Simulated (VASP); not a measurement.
Write the native input for VASP 6.6.1 that does the following.

* Task: single point
* Functional: LDA
* Potentials or basis: VASP PAW LDA potentials, release 64 (K_sv, F)
* Cutoff: 520 eV
* k mesh: 8 × 8 × 8
* Occupations: gaussian, width 0.05 eV
* Spin: no spin polarisation
* Dipole correction: no
* Further INCAR settings: ALGO = Normal; EDIFF = 1e-07; NBANDS = 15

The structure of KF lies in POSCAR:

```
KF
1.0
    0.0000000000      2.8071750000      2.6066625000
    2.8071750000      0.0000000000      2.6066625000
    2.8071750000      2.8071750000      0.0000000000
K F
1 1
Direct
    0.0000000000      0.0000000000      0.0000000000
    0.5000000000      0.5000000000      0.5000000000
```

This cell differs from its parent crystal: strain +0.050 along x and y, -0.025 along z.

The input as run:

INCAR

```
SYSTEM = KF
  PREC = Accurate
  ENCUT = 520
  EDIFF = 1E-7
  ISMEAR = 0
  SIGMA = 0.05
  LREAL = .False.
  LASPH = .True.
  NELM = 80
  ALGO = Normal
  ISIF = 2
  LWAVE = .False.
  LCHARG = .False.
  NBANDS = 15
```

KPOINTS

```
Automatic mesh
0
Gamma
  8 8 8
  0 0 0
```

Potentials or basis: VASP PAW LDA potentials, release 64 (K_sv, F).

Run with:

```bash
$ cat potpaw_LDA.64/K_sv/POTCAR potpaw_LDA.64/F/POTCAR > POTCAR
$ mpirun -np 1 vasp_std > vasp.out
```

Results of the run:

```yaml
Pressure: -4.6 GPa
Band_gap_on_the_k_mesh: 5.35 eV, direct
```

Caveat: the cell differs from its parent crystal (strain +0.050 along x and y, -0.025 along z).

Run time: 18 s on 1 thread of Intel(R) Xeon(R) Platinum 8488C (Sapphire Rapids), on a shared host, peak memory 0.16 GiB.
